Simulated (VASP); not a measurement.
# Au (P-1) in VASP: single point with PBE

Aim: the single point of Au with PBE.

All numbers are computed with VASP 6.6.1; they aren't measurements. Logs are shortened: lines on timing, memory, paths and dates and some standing lists are left out, and cuts for length are marked.

## 1. The cell of the first run

The typed cell holds 2 atoms: a = 2.900 Å, b = 2.900 Å, c = 4.880 Å, α = 90.00°, β = 90.00°, γ = 120.00°.

## 2. Single point, PBE (atom 1 (Au) moved by (+0.200, -0.200) A along [1 1 0] and z)

Input file INCAR:

```
PREC = Accurate
ENCUT = 520
EDIFF = 1E-6
ISMEAR = 0
SIGMA = 0.15
LREAL = False
LASPH = True
NELM = 60
ALGO = Fast
ISIF = 2
LWAVE = False
LCHARG = False
GGA = PE
NBANDS = 18
```

Input file KPOINTS:

```
Automatic mesh
0
Gamma
  18 18 10
```

Input file POSCAR:

```
Au
1.0
    2.8999984104      0.0000000000      0.0000000000
   -1.4499992052      2.5114722944      0.0000000000
    0.0000000000      0.0000000000      4.8800000000
Au
2
Direct
    0.4102544149      0.7229768066      0.7090163934
    0.6666666667      0.3333333333      0.2500000000
```

Potentials or basis: VASP PAW PBE potentials, release 64 (Au).

The run is started by

```console
$ cat potpaw_PBE.64/Au/POTCAR > POTCAR
$ mpirun -np 1 vasp_std > vasp.out
```

OUTCAR:

```text
PREC = Accurate
   ENCUT = 520
   EDIFF = 1E-6
   ISMEAR = 0
   LREAL = False
   LASPH = True
   NELM = 60
   ISIF = 2
   GGA = PE

 ion  position               nearest neighbor table
   1  0.410  0.723  0.709-   2 2.72   2 2.77   2 2.92   2 3.06   2 3.10   2 3.23
   2  0.667  0.333  0.250-   1 2.72   1 2.77   1 2.92   1 3.06   1 3.10   1 3.23

  LATTYP: Found a hexagonal cell.
 ALAT       =     2.8999984104
 C/A-ratio  =     1.6827595431

  Lattice vectors:

 A1 = (   2.8999984104,   0.0000000000,   0.0000000000)
 A2 = (  -1.4499992052,   2.5114722944,   0.0000000000)
 A3 = (   0.0000000000,   0.0000000000,   4.8800000000)

Analysis of symmetry for initial positions (statically):
=====================================================================
 Subroutine PRICEL returns:
 Original cell was already a primitive cell.

 Routine SETGRP: Setting up the symmetry group for a
 hexagonal supercell.

 Subroutine GETGRP returns: Found  2 space group operations
 (whereof  1 operations were pure point group operations)
 out of a pool of 24 trial point group operations.

The static configuration has the point symmetry C_1 .
 The point group associated with its full space group is S_2 .

Analysis of symmetry for dynamics (positions and initial velocities):
=====================================================================
 Subroutine PRICEL returns:
 Original cell was already a primitive cell.

 Routine SETGRP: Setting up the symmetry group for a
 hexagonal supercell.

 Subroutine GETGRP returns: Found  2 space group operations
 (whereof  1 operations were pure point group operations)
 out of a pool of 24 trial point group operations.

The dynamic configuration has the point symmetry C_1 .
 The point group associated with its full space group is S_2 .

 Subroutine INISYM returns: Found  2 space group operations
 (whereof  1 operations are pure point group operations),
 and found     1 'primitive' translations

----------------------------------------------------------------------------------------

                                     Primitive cell

  volume of cell :      35.5423

  direct lattice vectors                    reciprocal lattice vectors
     2.899998410  0.000000000  0.000000000     0.344827775  0.199086409  0.000000000
    -1.449999205  2.511472294  0.000000000     0.000000000  0.398172818  0.000000000
     0.000000000  0.000000000  4.880000000     0.000000000  0.000000000  0.204918033

  length of vectors
     2.899998410  2.899998410  4.880000000     0.398172818  0.398172818  0.204918033

  position of ions in fractional coordinates (direct lattice)
     0.410254415  0.722976807  0.709016393
     0.666666667  0.333333333  0.250000000

  ion indices of the primitive-cell ions
   primitive index   ion index
                 1           1
                 2           2

----------------------------------------------------------------------------------------

 KPOINTS: Automatic mesh

Automatic generation of k-mesh.
 Grid dimensions read from file:
 generate k-points for:   18   18   10

 Generating k-lattice:

  Cartesian coordinates                     Fractional coordinates (reciprocal lattice)
     0.019157099  0.011060356  0.000000000     0.055555556  0.000000000  0.000000000
     0.000000000  0.022120712  0.000000000     0.000000000  0.055555556  0.000000000
     0.000000000  0.000000000  0.020491803     0.000000000  0.000000000  0.100000000

  Length of vectors
     0.022120712  0.022120712  0.020491803

  Shift w.r.t. Gamma in fractional coordinates (k-lattice)
     0.000000000  0.000000000  0.000000000

 Subroutine IBZKPT returns following result:
 ===========================================

 Found   1624 irreducible k-points:

 Following reciprocal coordinates:
            Coordinates               Weight
  0.000000  0.000000  0.000000      1.000000
  0.055556  0.000000  0.000000      2.000000
  0.000000  0.055556  0.000000      2.000000
 -0.055556  0.055556  0.000000      2.000000
  0.111111  0.000000  0.000000      2.000000
  0.000000  0.111111  0.000000      2.000000
[... 16 lines left out ...]
  0.444444 -0.000000  0.000000      2.000000
  0.000000  0.444444  0.000000      2.000000
 [... further k-points ...]
   k-points           NKPTS =   1624   k-points in BZ     NKDIM =   1624   number of bands    NBANDS=     18
   number of dos      NEDOS =    301   number of ions     NIONS =      2
   total plane-waves  NPLWV =  20736
   dimension x,y,z NGX =    24 NGY =   24 NGZ =   36
   dimension x,y,z NGXF=    48 NGYF=   48 NGZF=   72
   ions per type =               2
   NGX,Y,Z   is equivalent  to a cutoff of  13.76, 13.76, 12.26 a.u.
   NGXF,Y,Z  is equivalent  to a cutoff of  27.52, 27.52, 24.53 a.u.
 SYSTEM =  unknown system
   PREC   = accura    normal or accurate (medium, high low for compatibility)
   ISTART =      0    job   : 0-new  1-cont  2-samecut
   ICHARG =      2    charge: 1-file 2-atom 10-const
   ISPIN  =      1    spin polarized calculation?
   LNONCOLLINEAR =      F non collinear calculations
   LSORBIT =      F    spin-orbit coupling
   LASPH  =      T    aspherical Exc in radial PAW
   ENCUT  =  520.0 eV  38.22 Ry    6.18 a.u.   5.39  5.39  9.07*2*pi/ulx,y,z
   NELM   =     60;   NELMIN=  2; NELMDL= -5     # of ELM steps
   EDIFF  = 0.1E-05   stopping-criterion for ELM
   LREAL  =      F    real-space projection
   EDIFFG = 0.1E-04   stopping-criterion for IOM
   NSW    =      0    number of steps for IOM
   IBRION =     -1    ionic relax: 0-MD 1-quasi-New 2-CG
   NFREE  =      0    steps in history (QN), initial steepest desc. (CG)
   ISIF   =      2    stress and relaxation
   ISYM   =      2    0-nonsym 1-usesym 2-fastsym
   POTIM  = 0.5000    time-step for ionic-motion
   TEBEG  =    0.0;   TEEND  =   0.0 temperature during run
   PSTRESS=    0.0 pullay stress
   NELECT =      22.0000    total number of electrons
   NUPDOWN=      -1.0000    fix difference up-down
   EMIN   =  10.00;   EMAX   =-10.00  energy-range for DOS
   EFERMI =   0.00;   METHOD = LEGACY
   ISMEAR =     0;   SIGMA  =   0.15  broadening in eV -4-tet -1-fermi 0-gaus
   EFERMI_NEDOS =   21; number of points for ismear=-14 and -15
   IALGO  =     68    algorithm
   IMIX   =      4    mixing-type and parameters
     AMIX     =   0.40;   BMIX     =  1.00
     AMIX_MAG =   1.60;   BMIX_MAG =  1.00
  volume/ion in A,a.u.               =      17.77       119.93
  Fermi-wavevector in a.u.,A,eV,Ry     =   1.395191  2.636529 26.484537  1.946559
  Thomas-Fermi vector in A             =   2.518667
   LORBIT       =      0    0 simple, 1 ext, 2 COOP (PROOUT), +10 PAW based schemes
   GGA     = PE    functional components
   LHFCALC =     F    Hartree Fock is set to
   AEXX    =    0.0000 exact exchange contribution
   IVDW    =     0    specifies the selected vdW correction
   LEPSILON=     F    determine dielectric tensor
   LRPA    =     F    only Hartree local field effects (RPA)
 non-spin polarized calculation
 RMM-DIIS sequential band-by-band and
 Gauss-broadening in eV      SIGMA  =   0.15
  energy-cutoff  :      520.00
  volume of cell :       35.54
 maximum number of plane-waves:       984
 NGX is ok and might be reduce to    24
   NGX = 11   NGY = 11   NGZ = 19

 number of electron      22.0000000 magnetization

 Free energy of the ion-electron system (eV)
  ---------------------------------------------------
  ext. energy  EPLUGINS =         0.00000000
  ---------------------------------------------------
  free energy    TOTEN  =        -6.27500716 eV

  energy without entropy =       -6.26584380  energy(sigma->0) =       -6.27042548

 E-fermi :   8.7931     XC(G=0): -12.4445

 val. band max:        8.7908855500   @ k =   0.3889   0.5000  -0.3000
 cond. band min:       8.7952310823   @ k =   0.5000  -0.0000   0.0000
 fundamental gap:      0.0043455323
 Fermi energy:         8.7931184785

 k-point     1 :       0.0000    0.0000    0.0000
  band No.  band energies     occupation
      1      -0.6885      2.00000
      2       1.6916      2.00000
      3       4.0243      2.00000
      4       4.2931      2.00000
      5       4.4096      2.00000
      6       4.5681      2.00000
[... 10 lines left out ...]
     17      26.4109      0.00000
     18      27.8535      0.00000

 k-point     2 :       0.0556    0.0000    0.0000
  band No.  band energies     occupation
      1      -0.5951      2.00000
      2       1.7647      2.00000
      3       4.0102      2.00000
      4       4.3539      2.00000
      5       4.4047      2.00000
      6       4.5799      2.00000
[... 10 lines left out ...]
     17      25.9953      0.00000
     18      27.2908      0.00000

 k-point     3 :       0.0000    0.0556    0.0000
  band No.  band energies     occupation
      1      -0.5931      2.00000
      2       1.7722      2.00000
      3       3.9997      2.00000
      4       4.2928      2.00000
      5       4.4572      2.00000
      6       4.5736      2.00000
[... 10 lines left out ...]
     17      25.8870      0.00000
     18      27.2677      0.00000

 k-point     4 :      -0.0556    0.0556    0.0000
  band No.  band energies     occupation
      1      -0.5935      2.00000
      2       1.7707      2.00000
      3       4.0077      2.00000
      4       4.3020      2.00000
      5       4.4534      2.00000
      6       4.5386      2.00000
[... 375 lines left out ...]
      4       4.2642      2.00000
      5       4.6109      2.00000
      6       4.7128      2.00000
[... 10 lines left out ...]
     17      21.3999      0.00000
     18      24.3964      0.00000

 k-point    23 :       0.4444   -0.0000    0.0000
  band No.  band energies     occupation
      1       1.9420      2.00000
      2       2.1729      2.00000
      3       2.5851      2.00000
      4       4.2086      2.00000
      5       4.7849      2.00000
      6       5.0891      2.00000
[... 10 lines left out ...]
     17      21.3900      0.00000
     18      23.6483      0.00000

 k-point    24 :       0.0000    0.4444    0.0000
  band No.  band energies     occupation
      1       2.2161      2.00000
      2       2.3677      2.00000
      3       2.8205      2.00000
      4       4.2294      2.00000
      5       4.5162      2.00000
      6       4.7971      2.00000
[... 10 lines left out ...]
     17      20.1977      0.00000
     18      23.9684      0.00000

 [... further k-points ...]
[... 5 lines left out ...]
  --------------------------------------------------------------------------------------
  -------------------------------------------------------------------------------------
  Total        0.8295938      1.1450146      1.5724375     -0.1562608     -0.2925706     -0.1768389
  in kB       37.3964248     51.6149648     70.8823328     -7.0439230    -13.1884961     -7.9715414
  external PRESSURE =      53.2979075 kB  Pullay stress =       0.0000000 kB

 VOLUME and BASIS-vectors are now :
 -----------------------------------------------------------------------------
  energy-cutoff  :      520.00
  volume of cell :       35.54
      direct lattice vectors                 reciprocal lattice vectors
     2.899998410  0.000000000  0.000000000     0.344827775  0.199086409  0.000000000
    -1.449999205  2.511472294  0.000000000     0.000000000  0.398172818  0.000000000
     0.000000000  0.000000000  4.880000000     0.000000000  0.000000000  0.204918033

 POSITION                                       TOTAL-FORCE (eV/Angst)
 -----------------------------------------------------------------------------------
      0.14142      1.81574      3.46000        -0.052811     -0.127616      1.500058
      1.45000      0.83716      1.22000         0.052811      0.127616     -1.500058
 -----------------------------------------------------------------------------------
    total drift:                               -0.000003     -0.000005     -0.000000

  FREE ENERGIE OF THE ION-ELECTRON SYSTEM (eV)
  ---------------------------------------------------
  free  energy   TOTEN  =        -6.2750071622 eV

  energy  without entropy=       -6.2658437981  energy(sigma->0) =       -6.27042548
```

It took 6.3 min on 1 thread of AMD EPYC 9R45 (Zen 5), shared host; peak memory 0.83 GiB.

Results:

```yaml
Free_energy: -6.2750 eV
Pressure: 5.3 GPa
Largest_force: 1.506 eV/Å
Band_gap_on_the_k_mesh: zero (bands 11 and 12 overlap by 6.17 eV)
```

Forces in eV/Å, atoms in the order of the input:
```
Au  -0.053 -0.128  1.500
Au   0.053  0.128 -1.500
```

Caveat: the cell differs from its parent crystal (atom 1 (Au) moved by (+0.200, -0.200) A along [1 1 0] and z); the cell stands under pressure; spin-orbit coupling is left out, which moves the levels of the heavy elements; forces of over 1 eV/Å act on the atoms, so gaps and moduli don't describe the material at rest.
